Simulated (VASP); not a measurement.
Here is a VASP 6.6.1 calculation.

Contents of INCAR:

```
SYSTEM = CuB3
PREC = Accurate
ENCUT = 600
EDIFF = 1E-6
ISMEAR = 0
SIGMA = 0.1
LREAL = .FALSE.
LASPH = .TRUE.
NELM = 100
ALGO = Normal
ISIF = 3
LWAVE = .FALSE.
LCHARG = .FALSE.
GGA = PE
IBRION = 2
NSW = 90
EDIFFG = -0.04
```

File KPOINTS:

```
regular mesh
0
G
  6 6 4
  0 0 0
```

Contents of POSCAR:

```
CuB3
1.0
    4.1290279506      0.0000000000      0.0000000000
   -2.0645139753      3.5758430982      0.0000000000
    0.0000000000      0.0000000000      5.3188883437
Cu B
2 6
Direct
    0.0000000000      0.0000000000      0.7500000000
    0.0000000000      0.0000000000      0.2500000000
    0.6666666667      0.0000000000      0.7500000000
    0.3333333333      0.3333333333      0.7500000000
    0.0000000000      0.6666666667      0.7500000000
    0.3333333333      0.0000000000      0.2500000000
    0.0000000000      0.3333333333      0.2500000000
    0.6666666667      0.6666666667      0.2500000000
```

Potentials or basis: VASP PAW PBE potentials, release 64 (Cu, B).

Command:

```console
$ cat potpaw_PBE.64/Cu/POTCAR potpaw_PBE.64/B/POTCAR > POTCAR
$ mpirun -np 1 vasp_std > vasp.out
```

Q: Estimate the space group after relaxing (to 0.05 Å).

A: P6/mmm (No. 191).

Q: Predict the relaxed cell.

A: a = 3.830 Å, b = 3.830 Å, c = 7.291 Å, α = 90.00°, β = 90.00°, γ = 120.00°.

Final structure:
```xyz
8
Lattice="3.8298 0.0000 0.0000 -1.9149 3.3167 0.0000 0.0000 0.0000 7.2912" Properties=species:S:1:pos:R:3 pbc="T T T"
Cu    0.0000    0.0000    5.4684
Cu    0.0000    0.0000    1.8228
B     1.9150    0.0000    5.4684
B     0.9574    1.6583    5.4684
B     2.8723    1.6584    5.4684
B     1.9148    0.0000    1.8228
B    -0.9574    1.6583    1.8228
B     0.9575    1.6584    1.8228
```
